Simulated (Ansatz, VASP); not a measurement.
**InAs: VASP beside Ansatz**

```
CELL_PARAMETERS angstrom
0.00000 3.05892 3.35040
3.35040 0.00000 3.35040
3.35040 3.05892 0.00000
ATOMIC_POSITIONS crystal
In 0.00000 0.00000 0.00000
As 0.75000 0.75000 0.75000
```

Alike in both runs: task single point; functional PBE; k mesh 14 × 14 × 14; occupations gaussian, width 0.15 eV; no spin polarisation.

|  | VASP | Ansatz |
| --- | --- | --- |
| version | VASP 6.6.1 | Ansatz 0.2.0 |
| potentials or method | VASP PAW PBE potentials, release 64 (In_d, As), cutoff 520 eV | scalar-relativistic, plane waves, PAW |
| valence electrons in the cell | 18 | 28 |

```tsv
	VASP	Ansatz	Ansatz less VASP
gap on the k mesh at the Fermi level (eV)	0.13	0.13	0.000
least direct gap on the mesh (eV)	0.29	0.29	0.000
pressure (GPa)	-5.1	-5.1	-0.01
traceless stress, the component that is largest in VASP (GPa)	1.72	1.72	+0.002
```

VASP's potentials hold 18 valence electrons a cell and Ansatz's 28, so a difference there can come from the potentials and not from the codes.
